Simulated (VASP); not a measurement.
Fe: relaxation of cell and atoms with BLYP+D3(BJ)

Crystal: Fe.

```
CELL_PARAMETERS angstrom
-1.44300 1.44300 1.44300
1.44300 -1.44300 1.44300
1.44300 1.44300 -1.44300
ATOMIC_POSITIONS crystal
Fe 0.00000 0.00000 0.00000
```

```json
{
  "Program": "VASP 6.6.1",
  "Task": "relaxation of cell and atoms",
  "Functional": "BLYP",
  "Dispersion": "D3(BJ)",
  "Potentials or basis": "VASP PAW PBE potentials, release 64 (Fe)",
  "Cutoff": "600 eV",
  "k mesh": "13 × 13 × 13",
  "Occupations": "fermi-dirac, width 0.05 eV",
  "Spin": "collinear spin, ferromagnetic start",
  "Starting moments": "[3.0] μB",
  "Dipole correction": "no",
  "Further INCAR settings": "ALGO = Normal; EDIFF = 1e-07; IBRION = 2; EDIFFG = -0.005; NSW = 80; ISIF = 3"
}
```

The relaxed volume is 11.09 Å³/atom and the relaxed cell is a = 2.433 Å, b = 2.433 Å, c = 2.433 Å, α = 109.47°, β = 109.47°, γ = 109.47°. The space group after relaxing (to 0.05 Å) is Im-3m (No. 229). The energy gained by relaxing is 42.6 meV/atom. The ionic steps are 3. The pressure after relaxing is 0.0 GPa. The net moment is 2.08 μB per cell. The site moments are Fe +2.07 μB, the valence electrons inside the program's atomic spheres are Fe 7.36 and the dispersion energy per atom is -0.844 eV.

The path:
```tsv
step	energy change (eV)	largest force (eV/Å)	pressure (GPa)	volume (Å³)
1	0.0000	0.0000	-13.08	12.02
2	-0.0093	0.0000	16.29	10.39
3	-0.0426	0.0000	-0.02	11.09
```

Final structure:
```
Fe
1.0
    -1.40497    1.40497    1.40497
     1.40497   -1.40497    1.40497
     1.40497    1.40497   -1.40497
Fe
1
Direct
  0.00000 0.00000 0.00000
```

Levels at points of the mesh, in eV from the Fermi level:
Spin up:
```csv
k point,band 1,band 2,band 3,band 4,band 5,band 6,band 7,band 8,band 9,band 10
"(0.00, 0.00, 0.00)",-8.44,-2.36,-2.36,-2.36,-1.10,-1.10,25.51,25.51,25.51,30.77
```
Spin down:
| k point | band 1 | band 2 | band 3 | band 4 | band 5 | band 6 | band 7 |
| --- | --- | --- | --- | --- | --- | --- | --- |
| (0.00, 0.00, 0.00) | -8.28 | -0.65 | -0.65 | -0.65 | 1.49 | 1.49 | 25.30 |

It took 38 s on 1 thread of Intel(R) Xeon(R) 6975P-C (Granite Rapids) (shared host), peak memory 0.16 GiB.

Caveat: the PAW data sets were made with another functional, which shifts forces and pressure a little; pairwise dispersion overbinds metals, which lowers pressure and volume.
